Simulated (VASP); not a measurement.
Wanted: the native input for a VASP 6.6.1 run.

| Property | Result |
| --- | --- |
| Task | single point |
| Functional | LDA |
| Potentials or basis | VASP PAW LDA potentials, release 64 (Ir) |
| Cutoff | 520 eV |
| k mesh | 11 × 11 × 11 |
| Occupations | fermi-dirac, width 0.1 eV |
| Spin | no spin polarisation |
| Dipole correction | no |
| Further INCAR settings | ALGO = Normal; EDIFF = 1e-06; NBANDS = 16 |

The structure of Ir lies in POSCAR:

```
Ir
1.0
    0.0000000000      2.6634940114      2.6634940114
    2.6634940114      0.0000000000      2.6634940114
    2.6634940114      2.6634940114      0.0000000000
Ir
2
Direct
    0.1250000000      0.1250000000      0.1250000000
    0.8750000000      0.8750000000      0.8750000000
```

This cell differs from its parent crystal: volume scaled by 0.92.

These files were run (other wordings do the same):

INCAR

```
PREC = Accurate
ENCUT = 520
EDIFF = 1E-6
ISMEAR = -1
SIGMA = 0.1
LREAL = F
LASPH = T
NELM = 60
ALGO = Normal
ISIF = 2
LWAVE = F
LCHARG = F
NBANDS = 16
```

KPOINTS

```
Automatic mesh
0
Gamma
  11 11 11
```

Potentials or basis: VASP PAW LDA potentials, release 64 (Ir).

The run is started by

```bash
$ cat potpaw_LDA.64/Ir/POTCAR > POTCAR
$ mpirun -np 1 vasp_std > vasp.out
```

It gave:

| Quantity | Value |
| --- | --- |
| Pressure | 21.6 GPa |
| Band gap on the k mesh | zero (band 9 reaches 7.94 eV, above the bottom of band 10 at 6.17 eV) |

Caveat: spin-orbit coupling is left out, which moves the levels of the heavy elements.

Run time: 19 s on 1 thread of AMD EPYC 9R45 96-Core Processor (Zen 5) (shared host), peak memory 0.13 GiB.
